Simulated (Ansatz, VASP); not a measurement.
EuO: VASP beside Ansatz

```
CELL_PARAMETERS angstrom
0.00000 2.57195 2.57195
2.57195 0.00000 2.57195
2.57195 2.57195 0.00000
ATOMIC_POSITIONS crystal
Eu 0.00000 0.00000 0.00000
O 0.50000 0.50000 0.50000
```

Alike in both runs: task single point; functional PBEsol; k mesh 7 × 7 × 7; occupations methfessel-paxton of order 1, width 0.05 eV; collinear spin.

```csv
,VASP,Ansatz
version,VASP 6.6.1,Ansatz 0.2.0
potentials or method,"VASP PAW PBE potentials, release 64 (Eu, O)","plane waves, PAW"
plane-wave cutoff (eV),600,420
valence electrons in the cell,23,23
```

|  | VASP | Ansatz | Ansatz less VASP |
| --- | --- | --- | --- |
| gap on the k mesh at the Fermi level (eV) | none | none | - |
| net moment per atom (μB) | 3.48 | 3.48 | 0.000 |
| size of the moment on the site where the two differ most (μB) | 0.10 | 0.08 | -0.018 |

VASP's potentials were made for PBE, not for PBEsol. Site moments also hang on the region over which each program counts them. A gap of «none» marks a metal or a gap that the smearing closes. Ansatz's warnings: stability check not made.

Spin-orbit coupling is off throughout.
